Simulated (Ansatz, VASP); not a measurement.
Cd: VASP beside Ansatz

The input POSCAR:

```
Cd
1.0
    0.0000000000      2.2181497500      2.2181497500
    2.2181497500      0.0000000000      2.2181497500
    2.2181497500      2.2181497500      0.0000000000
Cd
1
Direct
    0.0000000000      0.0000000000      0.0000000000
```

INCAR.step1

```
SYSTEM = Cd
ALGO = Normal ; EDIFF = 1E-5
ENCUT = 400 ; GGA = PE
GGA_COMPAT = .False. ; ISIF = 2
ISMEAR = 0 ; LASPH = .True.
LREAL = .False. ; LWAVE = .True.
NBANDS = 12 ; NELM = 120
PREC = Accurate ; SIGMA = 0.025
```

Contents of INCAR.step2:

```
SYSTEM = Cd
AEXX = 0.25 ; ALGO = Normal
EDIFF = 1E-6 ; ENCUT = 400
GGA = PE ; GGA_COMPAT = .False.
HFSCREEN = 0.3 ; ISIF = 2
ISMEAR = 0 ; ISTART = 1
LASPH = .True. ; LCHARG = .True.
LELF = .True. ; LHFCALC = .True.
LREAL = .False. ; LVHAR = .True.
LWAVE = .False. ; NBANDS = 12
NELM = 120 ; PREC = Accurate
PRECFOCK = Normal ; SIGMA = 0.025
```

The input KPOINTS:

```
k-points
0
Gamma
  7 7 7
  0 0 0
```

input.yaml

```yaml
crystal:
  lattice: { a: 4.4362995, b: 4.4362995, c: 4.4362995, alpha: 90.0, beta: 90.0, gamma: 90.0 }
  space_group: 225
  reduce_to_primitive: true
  atoms:
    - { symbol: Cd, wyckoff: "4a", position: [0.0, 0.0, 0.0] }
hamiltonian:
  xc: { exchange: pbe, correlation: pbe, exx: { coeff: 0.25, omega: 0.3 } }
  pseudopotentials: { kind: paw, level: accurate }
kpoints:
  mp_grid: { grid: [7, 7, 7] }
scf:
  occupations: { method: gaussian, width: 0.025 }
output:
  forces: true
  stress: true
  eigenvalues: true
  bader: true
  populations: true
  write_density: true
  write_potential: true
  elf: true
  volumetric_format: npy
```

Alike in both runs: functional PBE-based screened hybrid with a share of 0.25 of exact exchange and HFSCREEN = 0.3; k mesh 7 × 7 × 7; occupations gaussian, width 0.025 eV; no spin polarisation.

```csv
,VASP,Ansatz
version,VASP 6.6.1,Ansatz 0.2.0
potentials or method,"VASP PAW PBE potentials, release 64 (Cd)",Ansatz PAW earlier set
plane-wave cutoff (eV),400,620
valence electrons in the cell,12,20
task,single point,atomic charges
```

|  | VASP | Ansatz | Ansatz less VASP |
| --- | --- | --- | --- |
| pressure (GPa) | 0.0 | 0.8 | +0.78 |

VASP's potentials were made for PBE, not for PBE-based screened hybrid. The functional is the same, so the differences come from potentials, cutoffs and numerics. VASP's potentials hold 12 valence electrons a cell and Ansatz's 20, so a difference there can come from the potentials and not from the codes.

Noted on Ansatz's run: odd divisions of the mesh miss points on the zone boundary, where band edges often lie, so the gap on the mesh can be too wide.
